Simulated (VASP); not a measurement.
# CdIn2O2 (Ibam) in VASP: single point with PBE

Aim: the single point of CdIn2O2 with PBE.

Program: VASP 6.6.1. These are calculated values, not measurements. Logs are shortened: lines on timing, memory, paths and dates and some standing lists are left out, and cuts for length are marked.

## Step 1: The cell of the first run

The structure is orthorhombic, space group Ibam (No. 72). Conventional cell: a = 6.322 Å, b = 10.133 Å, c = 6.290 Å, α = 90.00°, β = 90.00°, γ = 90.00°. Within 3.0 Å of Cd (site symmetry 222) lie 4 O at 2.25 Å. Within 2.9 Å of In (site symmetry m) lie 2 O at 2.23 to 2.27 Å. O (site symmetry m) has 2 In at 2.23 to 2.27 Å and 2 Cd at 2.25 Å within 2.9 Å.

## Step 2: Single point, PBE

INCAR reads:

```
PREC = Accurate ; ENCUT = 520
EDIFF = 1E-7 ; ISMEAR = 0
SIGMA = 0.15 ; LREAL = F
LASPH = T ; NELM = 80
ALGO = Normal ; ISIF = 2
LWAVE = F ; LCHARG = F
GGA = PE ; NBANDS = 61
```

KPOINTS reads:

```
Automatic mesh
0
Gamma
  3 3 3
```

POSCAR reads:

```
CdIn2O2
1.0
   -3.1607552429      5.0663247741      3.1451709178
    3.1607552429     -5.0663247741      3.1451709178
    3.1607552429      5.0663247741     -3.1451709178
Cd In O
2 4 4
Direct
    0.2500000000      0.2500000000      0.0000000000
    0.7500000000      0.7500000000      0.0000000000
    0.1524788377      0.5394897818      0.6919686196
    0.3475211623      1.0394897818      0.3870109441
    0.6524788377     -0.0394897818      0.6129890559
    0.8475211623      0.4605102182      0.3080313804
    0.1436163629      0.8912286918      1.0348450547
    0.6436163629      0.6087713082      0.2523876711
    0.3563836371      0.3912286918      0.7476123289
    0.8563836371      0.1087713082     -0.0348450547
```

Potentials or basis: VASP PAW PBE potentials, release 64 (Cd, In_d, O).

Started as:

```
> cat potpaw_PBE.64/Cd/POTCAR potpaw_PBE.64/In_d/POTCAR potpaw_PBE.64/O/POTCAR > POTCAR
> mpirun -np 1 vasp_std > vasp.out
```

OUTCAR:

```text
PREC = Accurate
   ENCUT = 520
   EDIFF = 1E-7
   ISMEAR = 0
   LREAL = F
   LASPH = T
   NELM = 80
   ISIF = 2
   GGA = PE

 ion  position               nearest neighbor table
   1  0.250  0.250  0.000-   7 2.25  10 2.25   8 2.25   9 2.25   2 3.15   2 3.15   6 3.65   4 3.65
                             5 3.65   3 3.65   3 3.86   6 3.86   5 3.86   4 3.86
   2  0.750  0.750  0.000-  10 2.25   7 2.25   9 2.25   8 2.25   1 3.15   1 3.15   3 3.65   4 3.65
                             5 3.65   6 3.65   6 3.86   3 3.86   4 3.86   5 3.86
   3  0.152  0.539  0.692-   7 2.23   9 2.27   6 3.13   5 3.18   5 3.18   2 3.65   1 3.65   4 3.73
                             4 3.73   1 3.86   2 3.86
   4  0.348  0.039  0.387-   9 2.23   7 2.27   5 3.13   6 3.18   6 3.18   1 3.65   2 3.65   3 3.73
                             3 3.73   2 3.86   1 3.86
   5  0.652  0.961  0.613-   8 2.23  10 2.27   4 3.13   3 3.18   3 3.18   1 3.65   2 3.65   6 3.73
                             6 3.73   2 3.86   1 3.86
   6  0.848  0.461  0.308-  10 2.23   8 2.27   3 3.13   4 3.18   4 3.18   1 3.65   2 3.65   5 3.73
                             5 3.73   2 3.86   1 3.86
   7  0.144  0.891  0.035-   3 2.23   1 2.25   2 2.25   4 2.27
   8  0.644  0.609  0.252-   5 2.23   1 2.25   2 2.25   6 2.27
   9  0.356  0.391  0.748-   4 2.23   2 2.25   1 2.25   3 2.27
  10  0.856  0.109  0.965-   6 2.23   2 2.25   1 2.25   5 2.27

  LATTYP: Found a body centered orthorhombic cell.
 ALAT       =     6.2903418356
 B/A-ratio  =     1.0049550010
 C/A-ratio  =     1.6108265358

  Lattice vectors:

 A1 = (   3.1607552429,   5.0663247741,  -3.1451709178)
 A2 = (  -3.1607552429,   5.0663247741,   3.1451709178)
 A3 = (   3.1607552429,  -5.0663247741,   3.1451709178)

Analysis of symmetry for initial positions (statically):
=====================================================================
 Subroutine PRICEL returns:
 Original cell was already a primitive cell.

 Routine SETGRP: Setting up the symmetry group for a
 body centered orthorhombic supercell.

 Subroutine GETGRP returns: Found  8 space group operations
 (whereof  4 operations were pure point group operations)
 out of a pool of  8 trial point group operations.

The static configuration has the point symmetry C_2h.
 The point group associated with its full space group is D_2h.

Analysis of symmetry for dynamics (positions and initial velocities):
=====================================================================
 Subroutine PRICEL returns:
 Original cell was already a primitive cell.

 Routine SETGRP: Setting up the symmetry group for a
 body centered orthorhombic supercell.

 Subroutine GETGRP returns: Found  8 space group operations
 (whereof  4 operations were pure point group operations)
 out of a pool of  8 trial point group operations.

The dynamic configuration has the point symmetry C_2h.
 The point group associated with its full space group is D_2h.

 Subroutine INISYM returns: Found  8 space group operations
 (whereof  4 operations are pure point group operations),
 and found     1 'primitive' translations

----------------------------------------------------------------------------------------

                                     Primitive cell

  volume of cell :     201.4597

  direct lattice vectors                    reciprocal lattice vectors
    -3.160755243  5.066324774  3.145170918     0.000000000  0.098690870  0.158973872
     3.160755243 -5.066324774  3.145170918     0.158190041  0.000000000  0.158973872
     3.160755243  5.066324774 -3.145170918     0.158190041  0.098690870  0.000000000

  length of vectors
     6.749082940  6.749082940  6.749082940     0.187116488  0.224269438  0.186451004

  position of ions in fractional coordinates (direct lattice)
     0.250000000  0.250000000  0.000000000
     0.750000000  0.750000000  0.000000000
     0.152478838  0.539489782  0.691968620
     0.347521162  0.039489782  0.387010944
     0.652478838  0.960510218  0.612989056
     0.847521162  0.460510218  0.308031380
     0.143616363  0.891228692  0.034845055
     0.643616363  0.608771308  0.252387671
     0.356383637  0.391228692  0.747612329
     0.856383637  0.108771308  0.965154945

  ion indices of the primitive-cell ions
   primitive index   ion index
                 1           1
                 2           2
                 3           3
                 4           4
                 5           5
                 6           6
                 7           7
                 8           8
                 9           9
                10          10

----------------------------------------------------------------------------------------

 KPOINTS: Automatic mesh

Automatic generation of k-mesh.
 Grid dimensions read from file:
 generate k-points for:    3    3    3

 Generating k-lattice:

  Cartesian coordinates                     Fractional coordinates (reciprocal lattice)
     0.000000000  0.032896957  0.052991291     0.333333333  0.000000000 -0.000000000
     0.052730014  0.000000000  0.052991291     0.000000000  0.333333333 -0.000000000
     0.052730014  0.032896957  0.000000000     0.000000000  0.000000000  0.333333333

  Length of vectors
     0.062372163  0.074756479  0.062150335

  Shift w.r.t. Gamma in fractional coordinates (k-lattice)
     0.000000000  0.000000000  0.000000000

 Subroutine IBZKPT returns following result:
 ===========================================

 Found      8 irreducible k-points:

 Following reciprocal coordinates:
            Coordinates               Weight
  0.000000  0.000000  0.000000      1.000000
  0.333333  0.000000  0.000000      4.000000
 -0.000000  0.333333  0.000000      4.000000
  0.333333  0.333333  0.000000      8.000000
 -0.333333  0.333333  0.000000      4.000000
 -0.333333  0.333333  0.333333      2.000000
  0.333333 -0.333333  0.333333      2.000000
 -0.333333 -0.333333  0.333333      2.000000
   k-points           NKPTS =      8   k-points in BZ     NKDIM =      8   number of bands    NBANDS=     61
   number of dos      NEDOS =    301   number of ions     NIONS =     10
   total plane-waves  NPLWV = 125000
   dimension x,y,z NGX =    50 NGY =   50 NGZ =   50
   dimension x,y,z NGXF=   100 NGYF=  100 NGZF=  100
   ions per type =               2   4   4
   NGX,Y,Z   is equivalent  to a cutoff of  12.32, 12.32, 12.32 a.u.
   NGXF,Y,Z  is equivalent  to a cutoff of  24.63, 24.63, 24.63 a.u.
 SYSTEM =  unknown system
   PREC   = accura    normal or accurate (medium, high low for compatibility)
   ISTART =      0    job   : 0-new  1-cont  2-samecut
   ICHARG =      2    charge: 1-file 2-atom 10-const
   ISPIN  =      1    spin polarized calculation?
   LNONCOLLINEAR =      F non collinear calculations
   LSORBIT =      F    spin-orbit coupling
   LASPH  =      T    aspherical Exc in radial PAW
   ENCUT  =  520.0 eV  38.22 Ry    6.18 a.u.  12.55 12.55 12.55*2*pi/ulx,y,z
   NELM   =     80;   NELMIN=  2; NELMDL= -5     # of ELM steps
   EDIFF  = 0.1E-06   stopping-criterion for ELM
   LREAL  =      F    real-space projection
   EDIFFG = 0.1E-05   stopping-criterion for IOM
   NSW    =      0    number of steps for IOM
   IBRION =     -1    ionic relax: 0-MD 1-quasi-New 2-CG
   NFREE  =      0    steps in history (QN), initial steepest desc. (CG)
   ISIF   =      2    stress and relaxation
   ISYM   =      2    0-nonsym 1-usesym 2-fastsym
   POTIM  = 0.5000    time-step for ionic-motion
   TEBEG  =    0.0;   TEEND  =   0.0 temperature during run
   PSTRESS=    0.0 pullay stress
   NELECT =     100.0000    total number of electrons
   NUPDOWN=      -1.0000    fix difference up-down
   EMIN   =  10.00;   EMAX   =-10.00  energy-range for DOS
   EFERMI =   0.00;   METHOD = LEGACY
   ISMEAR =     0;   SIGMA  =   0.15  broadening in eV -4-tet -1-fermi 0-gaus
   EFERMI_NEDOS =   21; number of points for ismear=-14 and -15
   IALGO  =     38    algorithm
   IMIX   =      4    mixing-type and parameters
     AMIX     =   0.40;   BMIX     =  1.00
     AMIX_MAG =   1.60;   BMIX_MAG =  1.00
  volume/ion in A,a.u.               =      20.15       135.95
  Fermi-wavevector in a.u.,A,eV,Ry     =   1.296220  2.449501 22.860329  1.680187
  Thomas-Fermi vector in A             =   2.427690
   LORBIT       =      0    0 simple, 1 ext, 2 COOP (PROOUT), +10 PAW based schemes
   GGA     = PE    functional components
   LHFCALC =     F    Hartree Fock is set to
   AEXX    =    0.0000 exact exchange contribution
   IVDW    =     0    specifies the selected vdW correction
   LEPSILON=     F    determine dielectric tensor
   LRPA    =     F    only Hartree local field effects (RPA)
 non-spin polarized calculation
 Gauss-broadening in eV      SIGMA  =   0.15
  energy-cutoff  :      520.00
  volume of cell :      201.46
 maximum number of plane-waves:      5471
 NGX is ok and might be reduce to    50
   NGX = 25   NGY = 25   NGZ = 25

 number of electron     100.0000001 magnetization

 Free energy of the ion-electron system (eV)
  ---------------------------------------------------
  ext. energy  EPLUGINS =         0.00000000
  ---------------------------------------------------
  free energy    TOTEN  =       -39.53078031 eV

  energy without entropy =      -39.52360145  energy(sigma->0) =      -39.52719088

 E-fermi :   4.2204     XC(G=0):  -9.7866

 val. band max:        4.0294231991   @ k =   0.3333  -0.3333   0.3333
 cond. band min:       4.3520254677   @ k =  -0.3333   0.3333   0.3333
 fundamental gap:      0.3226022686
 Fermi energy:         4.2203568088

 k-point     1 :       0.0000    0.0000    0.0000
  band No.  band energies     occupation
      1     -14.0906      2.00000
      2     -13.8639      2.00000
      3     -13.8127      2.00000
      4     -13.8114      2.00000
      5     -10.0555      2.00000
      6     -10.0055      2.00000
[... 501 lines left out ...]
     60      10.0070      0.00000
     61      10.4103      0.00000

------------------------ aborting loop because EDIFF is reached ----------------------------------------

  FORCE on cell =-STRESS in cart. coord.  units (eV):
  Direction    XX          YY          ZZ          XY          YZ          ZX
  --------------------------------------------------------------------------------------
  -------------------------------------------------------------------------------------
  Total        0.2530695      0.4524939      0.5951145      0.0000000      0.0000000      0.0000000
  in kB        2.0126218      3.5986131      4.7328523      0.0000000      0.0000000      0.0000000
  external PRESSURE =       3.4480291 kB  Pullay stress =       0.0000000 kB

 VOLUME and BASIS-vectors are now :
 -----------------------------------------------------------------------------
  energy-cutoff  :      520.00
  volume of cell :      201.46
      direct lattice vectors                 reciprocal lattice vectors
    -3.160755243  5.066324774  3.145170918     0.000000000  0.098690870  0.158973872
     3.160755243 -5.066324774  3.145170918     0.158190041  0.000000000  0.158973872
     3.160755243  5.066324774 -3.145170918     0.158190041  0.098690870  0.000000000

 POSITION                                       TOTAL-FORCE (eV/Angst)
 -----------------------------------------------------------------------------------
      0.00000      0.00000      1.57259         0.000000      0.000000     -0.000000
      0.00000      0.00000      4.71776         0.000000     -0.000000     -0.000000
      3.41039      1.54501     -0.00000        -0.019939     -0.015523     -0.000000
      0.24964      3.52131      0.00000        -0.019939      0.015523     -0.000000
      2.91112      1.54501      3.14517         0.019939     -0.015523      0.000000
     -0.24964      3.52131      3.14517         0.019939      0.015523      0.000000
      2.47316     -3.61111      3.14517        -0.014894      0.063021      0.000000
      0.68760      1.45521      3.14517         0.014894      0.063021     -0.000000
      2.47316      3.61111      0.00000        -0.014894     -0.063021     -0.000000
      0.68760      8.67744      0.00000         0.014894     -0.063021      0.000000
 -----------------------------------------------------------------------------------
    total drift:                                0.000000      0.000000      0.000000

  FREE ENERGIE OF THE ION-ELECTRON SYSTEM (eV)
  ---------------------------------------------------
  free  energy   TOTEN  =       -39.5307803142 eV

  energy  without entropy=      -39.5236014521  energy(sigma->0) =      -39.52719088
```

Wall time 3 min (1 thread of Intel Xeon Platinum 8259CL at 2.50GHz (Skylake/Cascade Lake), shared host); peak memory 0.38 GiB.

What came out:

- Free energy: -39.5308 eV
- Pressure: 0.3 GPa
- Largest force: 0.065 eV/Å
- Band gap on the k mesh: 0.32 eV, indirect (least direct gap 0.38 eV)

Forces on the atoms (eV/Å):
```
Cd   0.000  0.000  0.000
Cd   0.000  0.000  0.000
In  -0.020 -0.016  0.000
In  -0.020  0.016  0.000
In   0.020 -0.016  0.000
In   0.020  0.016  0.000
O   -0.015  0.063  0.000
O    0.015  0.063  0.000
O   -0.015 -0.063  0.000
O    0.015 -0.063  0.000
```

Levels at points of the mesh, in eV from the valence-band top:
```
           k point  band 47  band 48  band 49  band 50  band 51  band 52  band 53  band 54
(0.00, 0.00, 0.00)    -2.03    -0.53    -0.46    -0.20     1.26     1.32     1.54     2.67
```

Caveat: the k points lie up to 0.47 Å⁻¹ apart; spin-orbit coupling is left out, which moves the levels of the heavy elements. A k mesh can miss the band edges.
